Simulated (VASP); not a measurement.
Input of a VASP 6.6.1 run:

The input POSCAR:

```
BN
1.0
    0.0000000000      1.8048254535      1.8048254535
    1.8048254535      0.0000000000      1.8048254535
    1.8048254535      1.8048254535      0.0000000000
B N
1 1
Direct
    0.0000000000      0.0000000000      0.0000000000
    0.2500000000      0.2500000000      0.2500000000
```

Contents of INCAR.step1:

```
  PREC = Accurate
  ENCUT = 520
  EDIFF = 1E-5
  ISMEAR = 0
  SIGMA = 0.01
  LREAL = F
  LASPH = T
  NELM = 100
  ALGO = Normal
  ISIF = 2
  LWAVE = T
  LCHARG = F
  GGA = PE
  NBANDS = 11
```

INCAR.step2

```
  PREC = Accurate
  ENCUT = 520
  EDIFF = 1E-7
  ISMEAR = 0
  SIGMA = 0.01
  LREAL = F
  LASPH = T
  NELM = 100
  ALGO = Normal
  ISIF = 2
  LWAVE = F
  LCHARG = F
  GGA = PE
  LHFCALC = T
  AEXX = 0.25
  PRECFOCK = Normal
  ISTART = 1
  NBANDS = 11
```

The input KPOINTS:

```
regular mesh
0
Gamma
  8 8 8
```

Potentials or basis: VASP PAW PBE potentials, release 64 (B, N).

The run is started by

```console
$ cat potpaw_PBE.64/B/POTCAR potpaw_PBE.64/N/POTCAR > POTCAR
$ cp INCAR.step1 INCAR
$ mpirun -np 1 vasp_std > vasp.out
$ cp INCAR.step2 INCAR
$ mpirun -np 1 vasp_std > vasp.out
```

Question: Predict the pressure.

Answer: -3.9 GPa.

Question: Estimate the band gap on the k mesh.

Answer: 6.55 eV, indirect (least direct gap 11.35 eV).

Caveat: the PAW data sets were made with another functional, which shifts forces and pressure a little. A k mesh can miss the band edges.
